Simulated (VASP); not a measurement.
## NaPd: single point with PBE

The system is NaPd.

```
CELL_PARAMETERS angstrom
4.94574 0.00000 0.00000
-2.47287 4.28313 0.00000
0.00000 0.00000 5.36228
ATOMIC_POSITIONS crystal
Na 0.33334 0.00000 0.00000
Na 0.00000 0.33334 0.00000
Na 0.66666 0.66666 0.00000
Pd 0.33336 0.00000 0.50000
Pd 0.00000 0.33336 0.50000
Pd 0.66664 0.66664 0.50000
```

```yaml
Program: VASP 6.6.1
Task: single point
Functional: PBE
Potentials_or_basis: VASP PAW PBE potentials, release 64 (Na_pv, Pd)
Cutoff: 520 eV
k_mesh: 6 × 6 × 4
Occupations: gaussian, width 0.1 eV
Spin: no spin polarisation
Dipole_correction: no
Further_INCAR_settings: ALGO = Normal; EDIFF = 1e-06; NBANDS = 34
```

```json
{
  "Pressure": "0.0 GPa"
}
```

Stress tensor (GPa, compression positive):
```
-0.02  0.00  0.00
 0.00 -0.02  0.00
 0.00  0.00  0.17
```

Levels at points of the mesh, in eV from the Fermi level:
```csv
k point,band 22,band 23,band 24,band 25,band 26,band 27,band 28,band 29,band 30,band 31
"(0.00, 0.00, 0.00)",-1.64,-1.64,-0.79,-0.79,0.32,2.12,4.03,4.03,4.03,4.03
"(0.50, 0.00, 0.00)",-1.17,-1.17,-0.52,-0.52,0.08,1.06,3.45,3.45,3.63,3.63
"(0.00, 0.00, 0.50)",-2.07,-1.48,-1.48,-0.78,-0.78,5.18,5.18,5.18,5.18,5.94
"(0.50, 0.00, 0.50)",-1.17,-1.17,-0.34,-0.34,0.08,0.33,0.33,1.93,3.54,3.91
```

Wall time 44 s on 1 thread of AMD EPYC 9R45 96-Core Processor (Zen 5), on a shared host, peak memory 0.23 GiB.
